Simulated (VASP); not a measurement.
# As (R-3m) in VASP: notebook

As is run at these levels: PBE; tasks: single point.

All numbers are computed with VASP 6.6.1; they aren't measurements. Logs are shortened: lines on timing, memory, paths and dates and some standing lists are left out, and cuts for length are marked.

## (1) The cell of the first run

It takes space group R-3m (No. 166, trigonal). Conventional cell: a = 3.906 Å, b = 3.906 Å, c = 11.106 Å, α = 90.00°, β = 90.00°, γ = 120.00°. Within 3.4 Å of As (site symmetry 3m) lie 6 As at 2.62 to 3.28 Å.

## (2) Single point, PBE (volume scaled by 1.08)

The input, INCAR:

```
SYSTEM = As
  PREC = Accurate
  ENCUT = 520
  EDIFF = 1E-6
  ISMEAR = -1
  SIGMA = 0.1
  LREAL = .False.
  LASPH = .True.
  NELM = 100
  ALGO = Normal
  ISIF = 2
  LWAVE = .False.
  LCHARG = .True.
  GGA = PE
  LELF = .True.
  LVHAR = .True.
  NBANDS = 12
```

The input, KPOINTS:

```
Automatic mesh
0
Gamma
  16 16 16
  0 0 0
```

The input, POSCAR:

```
As
1.0
    1.9530773642      1.1276097420      3.7019214164
   -1.9530773642      1.1276097420      3.7019214164
    0.0000000000     -2.2552194839      3.7019214164
As
2
Direct
    0.7737100447      0.7737100447      0.7737100447
    0.2262899553      0.2262899553      0.2262899553
```

Potentials or basis: VASP PAW PBE potentials, release 64 (As).

Launch:

```
$ cat potpaw_PBE.64/As/POTCAR > POTCAR
$ mpirun -np 1 vasp_std > vasp.out
```

OUTCAR:

```text
SYSTEM = As
   PREC = Accurate
   ENCUT = 520
   EDIFF = 1E-6
   ISMEAR = -1
   LREAL = .False.
   LASPH = .True.
   NELM = 100
   ISIF = 2
   GGA = PE

 ion  position               nearest neighbor table
   1  0.774  0.774  0.774-   2 2.62   2 2.62   2 2.62
   2  0.226  0.226  0.226-   1 2.62   1 2.62   1 2.62

  LATTYP: Found a trigonal (rhomboedric) cell.
 ALAT       =     4.3347707084
 COS(alpha) =     0.5939900948

  Lattice vectors:

 A1 = (   1.9530773642,   1.1276097420,   3.7019214164)
 A2 = (  -1.9530773642,   1.1276097420,   3.7019214164)
 A3 = (   0.0000000000,  -2.2552194839,   3.7019214164)

Analysis of symmetry for initial positions (statically):
=====================================================================
 Subroutine PRICEL returns:
 Original cell was already a primitive cell.

 Routine SETGRP: Setting up the symmetry group for a
 trigonal (rhombohedral) supercell.

 Subroutine GETGRP returns: Found 12 space group operations
 (whereof 12 operations were pure point group operations)
 out of a pool of 12 trial point group operations.

The static configuration has the point symmetry D_3d.

Analysis of symmetry for dynamics (positions and initial velocities):
=====================================================================
 Subroutine PRICEL returns:
 Original cell was already a primitive cell.

 Routine SETGRP: Setting up the symmetry group for a
 trigonal (rhombohedral) supercell.

 Subroutine GETGRP returns: Found 12 space group operations
 (whereof 12 operations were pure point group operations)
 out of a pool of 12 trial point group operations.

The dynamic configuration has the point symmetry D_3d.

 Subroutine INISYM returns: Found 12 space group operations
 (whereof 12 operations are pure point group operations),
 and found     1 'primitive' translations

----------------------------------------------------------------------------------------

                                     Primitive cell

  volume of cell :      48.9167

  direct lattice vectors                    reciprocal lattice vectors
     1.953077364  1.127609742  3.701921416     0.256006244  0.147805274  0.090043330
    -1.953077364  1.127609742  3.701921416    -0.256006244  0.147805274  0.090043330
     0.000000000 -2.255219484  3.701921416     0.000000000 -0.295610548  0.090043330

  length of vectors
     4.334770708  4.334770708  4.334770708     0.309020060  0.309020060  0.309020060

[... 88 lines left out ...]
   POTIM  = 0.5000    time-step for ionic-motion
   TEBEG  =    0.0;   TEEND  =   0.0 temperature during run
   PSTRESS=    0.0 pullay stress
   NELECT =      10.0000    total number of electrons
   NUPDOWN=      -1.0000    fix difference up-down
   EMIN   =  10.00;   EMAX   =-10.00  energy-range for DOS
   EFERMI =   0.00;   METHOD = LEGACY
   ISMEAR =    -1;   SIGMA  =   0.10  broadening in eV -4-tet -1-fermi 0-gaus
   EFERMI_NEDOS =   21; number of points for ismear=-14 and -15
   IALGO  =     38    algorithm
   IMIX   =      4    mixing-type and parameters
     AMIX     =   0.40;   BMIX     =  1.00
     AMIX_MAG =   1.60;   BMIX_MAG =  1.00
  volume/ion in A,a.u.               =      24.46       165.05
  Fermi-wavevector in a.u.,A,eV,Ry     =   0.964397  1.822446 12.654260  0.930062
  Thomas-Fermi vector in A             =   2.094025
   LORBIT       =      0    0 simple, 1 ext, 2 COOP (PROOUT), +10 PAW based schemes
   GGA     = PE    functional components
   LHFCALC =     F    Hartree Fock is set to
   AEXX    =    0.0000 exact exchange contribution
   IVDW    =     0    specifies the selected vdW correction
   LEPSILON=     F    determine dielectric tensor
   LRPA    =     F    only Hartree local field effects (RPA)
 non-spin polarized calculation
  energy-cutoff  :      520.00
  volume of cell :       48.92
 maximum number of plane-waves:      1346
   NGX = 17   NGY = 17   NGZ = 17

 number of electron      10.0000001 magnetization

 Free energy of the ion-electron system (eV)
  ---------------------------------------------------
  ext. energy  EPLUGINS =         0.00000000
  ---------------------------------------------------
  free energy    TOTEN  =        -9.29750975 eV

  energy without entropy =       -9.28909534  energy(sigma->0) =       -9.29330254

 E-fermi :   4.1910     XC(G=0):  -9.4149

 val. band max:        4.1891052327   @ k =   0.5000   0.4375   0.3750
 cond. band min:       4.2296925942   @ k =   0.3750   0.1875   0.1875
 fundamental gap:      0.0405873615
 Fermi energy:         4.1909664045

 k-point     1 :       0.0000    0.0000    0.0000
  band No.  band energies     occupation
      1      -9.8639      2.00000
      2      -2.3056      2.00000
      3       1.9386      2.00000
      4       2.4128      2.00000
      5       2.4128      2.00000
      6       5.7299      0.00000
      7       6.8084      0.00000
      8       6.8084      0.00000
      9      11.1227      0.00000
     10      11.1227      0.00000
     11      11.3665      0.00000
     12      12.3736      0.00000
[... 331 lines left out ...]
 k-point    24 :      -0.0625    0.0625    0.0000
  band No.  band energies     occupation
      1      -9.7352      2.00000
      2      -2.6197      2.00000
      3       1.9596      2.00000
      4       2.2770      2.00000
      5       2.2866      2.00000
      6       5.9897      0.00000
      7       6.3547      0.00000
      8       6.8551      0.00000
      9      10.2997      0.00000
     10      10.6846      0.00000
     11      11.3739      0.00000
     12      12.7666      0.00000

 [... further k-points ...]

------------------------ aborting loop because EDIFF is reached ----------------------------------------

  FORCE on cell =-STRESS in cart. coord.  units (eV):
  Direction    XX          YY          ZZ          XY          YZ          ZX
  --------------------------------------------------------------------------------------
  -------------------------------------------------------------------------------------
  Total       -1.4490082     -1.4490082     -0.9797666      0.0000000     -0.0000000      0.0000000
  in kB      -47.4596694    -47.4596694    -32.0905025      0.0000000     -0.0000000      0.0000000
  external PRESSURE =     -42.3366138 kB  Pullay stress =       0.0000000 kB

 VOLUME and BASIS-vectors are now :
 -----------------------------------------------------------------------------
  energy-cutoff  :      520.00
  volume of cell :       48.92
      direct lattice vectors                 reciprocal lattice vectors
     1.953077364  1.127609742  3.701921416     0.256006244  0.147805274  0.090043330
    -1.953077364  1.127609742  3.701921416    -0.256006244  0.147805274  0.090043330
     0.000000000 -2.255219484  3.701921416     0.000000000 -0.295610548  0.090043330

 POSITION                                       TOTAL-FORCE (eV/Angst)
 -----------------------------------------------------------------------------------
      0.00000      0.00000      8.59264         0.000000      0.000000      0.425828
      0.00000      0.00000      2.51312         0.000000     -0.000000     -0.425828
 -----------------------------------------------------------------------------------
    total drift:                                0.000000     -0.000000      0.000000

  FREE ENERGIE OF THE ION-ELECTRON SYSTEM (eV)
  ---------------------------------------------------
  free  energy   TOTEN  =        -9.2975097493 eV

  energy  without entropy=       -9.2890953364  energy(sigma->0) =       -9.29330254
```

OSZICAR:

```text
N       E                     dE             d eps       ncg     rms          rms(c)
DAV:   1     0.297541624579E+02    0.29754E+02   -0.41356E+03 10008   0.687E+02
DAV:   2    -0.752453954594E+01   -0.37279E+02   -0.35640E+02 13512   0.107E+02
DAV:   3    -0.929467759837E+01   -0.17701E+01   -0.17616E+01 12740   0.245E+01
DAV:   4    -0.930505363912E+01   -0.10376E-01   -0.10375E-01 11172   0.214E+00
DAV:   5    -0.930508623139E+01   -0.32592E-04   -0.32592E-04 12676   0.131E-01    0.277E+00
DAV:   6    -0.930026672333E+01    0.48195E-02   -0.36708E-03 11452   0.408E-01    0.166E+00
DAV:   7    -0.929732392579E+01    0.29428E-02   -0.89429E-03 11800   0.639E-01    0.988E-02
DAV:   8    -0.929745787070E+01   -0.13394E-03   -0.36755E-04 12212   0.109E-01    0.318E-02
DAV:   9    -0.929751015433E+01   -0.52284E-04   -0.66146E-05 11576   0.520E-02    0.104E-02
DAV:  10    -0.929750974928E+01    0.40505E-06   -0.55475E-06 12064   0.128E-02
   1 F= -.92975097E+01 E0= -.92933025E+01  d E =-.841441E-02
```

Run time: 94 s. Hardware: 1 thread of AMD EPYC 9R45 (Zen 5), shared host; peak memory 0.31 GiB.

What came out:

* Free energy: -9.2975 eV
* Pressure: -4.2 GPa
* Largest force: 0.426 eV/Å
* Band gap on the k mesh: zero (band 5 reaches 4.28 eV, above the bottom of band 6 at 3.88 eV)

Forces in eV/Å, atoms in the order of the input:
```
As   0.000  0.000  0.426
As   0.000  0.000 -0.426
```

Levels at points of the mesh, in eV from the Fermi level:
```tsv
k point	band 2	band 3	band 4	band 5	band 6	band 7	band 8	band 9
(0.00, 0.00, 0.00)	-6.50	-2.25	-1.78	-1.78	1.54	2.62	2.62	6.93
(0.50, 0.00, 0.00)	-10.57	-2.62	-2.52	-0.56	-0.31	0.47	1.42	8.64
(0.50, 0.50, 0.00)	-9.52	-5.32	-3.68	-3.57	1.76	4.66	6.13	6.25
(0.50, 0.50, 0.50)	-9.52	-1.53	-1.53	-0.82	0.87	0.87	1.40	7.74
```

[end of part 1 of 3]
